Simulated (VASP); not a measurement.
A run of VASP 6.6.1 is set up as follows.

POSCAR

```
InPd
1.0
    3.2935535226      0.0000000000      0.0000000000
    0.0000000000      3.2935535226      0.0000000000
    0.0000000000      0.0000000000      3.2935535226
In Pd
1 1
Direct
    0.0000000000      0.0000000000      0.0000000000
    0.5000000000      0.5000000000      0.5000000000
```

Contents of INCAR.step1:

```
ALGO = Normal ; EDIFF = 1E-4
ENCUT = 520 ; GGA = PE
ISMEAR = -1 ; LASPH = True
LCHARG = False ; LREAL = False
LWAVE = True ; NBANDS = 18
NELM = 80 ; PREC = Accurate
SIGMA = 0.05
```

INCAR.step2

```
ALGO = Normal ; EDIFF = 1E-6
ENCUT = 520 ; ISIF = 2
ISMEAR = -1 ; ISTART = 1
LASPH = True ; LCHARG = True
LELF = True ; LMIXTAU = True
LREAL = False ; LVHAR = True
LWAVE = False ; METAGGA = R2SCAN
NBANDS = 18 ; NELM = 80
PREC = Accurate ; SIGMA = 0.05
```

KPOINTS

```
k-points
0
Gamma
  8 8 8
```

Potentials or basis: VASP PAW PBE potentials, release 64 (In_d, Pd).

The run is started by

```bash
$ cat potpaw_PBE.64/In_d/POTCAR potpaw_PBE.64/Pd/POTCAR > POTCAR
$ cp INCAR.step1 INCAR
$ mpirun -np 1 vasp_std > vasp.out
$ cp INCAR.step2 INCAR
$ mpirun -np 1 vasp_std > vasp.out
```

(1) Estimate the pressure.

## Answers

(1) -2.5 GPa.

Caveat: the PAW data sets were made with another functional, which shifts forces and pressure a little.
